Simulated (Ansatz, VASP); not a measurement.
## One calculation of HfN, two programs

```xyz
2
Lattice="0.0000 2.4548 2.5162 2.4548 0.0000 2.5162 2.4548 2.4548 0.0000" Properties=species:S:1:pos:R:3 pbc="T T T"
Hf    0.0000    0.0000    0.0000
N     3.6822    3.6822    3.7743
```

Change from the starting cell: strain +0.000 along x and y, +0.025 along z, atoms carried along.

Alike in both runs: task single point; functional LDA; k mesh 16 × 16 × 16; occupations gaussian, width 0.15 eV; no spin polarisation.

```csv
,VASP,Ansatz
version,VASP 6.6.1,Ansatz 0.2.0
potentials or method,"VASP PAW LDA potentials, release 64 (Hf_pv, N), cutoff 520 eV","scalar-relativistic, plane waves, PAW"
valence electrons in the cell,15,31
```

Ansatz gave:

```
gap on the k mesh at the Fermi level (eV)                     : none
pressure (GPa)                                                : -13.7
traceless stress, the component that is largest in VASP (GPa) : -2.66
```

Task: What did VASP give for the same quantities?

Result: gap on the k mesh at the Fermi level (eV): none; pressure (GPa): -14.1; traceless stress, the component that is largest in VASP (GPa): -2.65.

LDA's correlation is that of Perdew and Zunger in VASP and of Perdew and Wang (1992) in Ansatz. A gap of «none» marks a metal or a gap that the smearing closes. VASP's potentials hold 15 valence electrons a cell and Ansatz's 31, so a difference there can come from the potentials and not from the codes.

Spin-orbit coupling is off throughout.
